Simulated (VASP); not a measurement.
Write the native input for VASP 6.6.1 that does the following.

```
Task                   : single point
Functional             : PBE
Potentials or basis    : VASP PAW PBE potentials, release 64 (Ta_pv, Rh_pv)
Cutoff                 : 520 eV
k mesh                 : 6 × 6 × 2
Occupations            : gaussian, width 0.1 eV
Spin                   : no spin polarisation
Dipole correction      : no
Further INCAR settings : ALGO = Normal; EDIFF = 1e-07; NBANDS = 38
```

The structure of Ta4Rh lies in POSCAR:

```
Ta4Rh
1.0
    2.9593220600      0.0000000000      0.0000000000
   -1.4796610300      2.5628480900      0.0000000000
    0.0000000000      0.0000000000      9.5156450000
Ta Rh
4 1
Direct
    0.3333333300      0.6666666700      0.8658552800
    0.3333333300      0.6666666700      0.3767953500
    0.6666666700      0.3333333300      0.1341447200
    0.6666666700      0.3333333300      0.6232046500
    0.0000000000      0.0000000000      0.0000000000
```

These files were run (other wordings do the same):

INCAR

```
SYSTEM = Ta4Rh
PREC     = Accurate       ! precision mode
ENCUT    = 520            ! plane-wave cutoff, eV
EDIFF    = 1E-7           ! SCF threshold, eV
ISMEAR   = 0              ! smearing method
SIGMA    = 0.1            ! smearing width, eV
LREAL    = .False.        ! projectors in reciprocal space
LASPH    = .True.         ! aspherical terms in the spheres
NELM     = 100            ! most SCF steps
ALGO     = Normal         ! electronic algorithm
ISIF     = 2              ! what is computed and relaxed
LWAVE    = .False.        ! write WAVECAR
LCHARG   = .False.        ! write CHGCAR
GGA      = PE             ! functional
NBANDS   = 38             ! bands
```

KPOINTS

```
regular mesh
0
Gamma
  6 6 2
  0 0 0
```

Potentials or basis: VASP PAW PBE potentials, release 64 (Ta_pv, Rh_pv).

The run is started by

```console
$ cat potpaw_PBE.64/Ta_pv/POTCAR potpaw_PBE.64/Rh_pv/POTCAR > POTCAR
$ mpirun -np 1 vasp_std > vasp.out
```

It gave:

```json
{
  "Pressure": "127.6 GPa",
  "Largest force": "19.078 eV/Å"
}
```

Caveat: the k points lie up to 0.41 Å⁻¹ apart; forces of over 1 eV/Å act on the atoms, so gaps and moduli don't describe the material at rest.

It took 23 s on 1 thread of Intel(R) Xeon(R) 6975P-C (Granite Rapids) (shared host), peak memory 0.21 GiB.
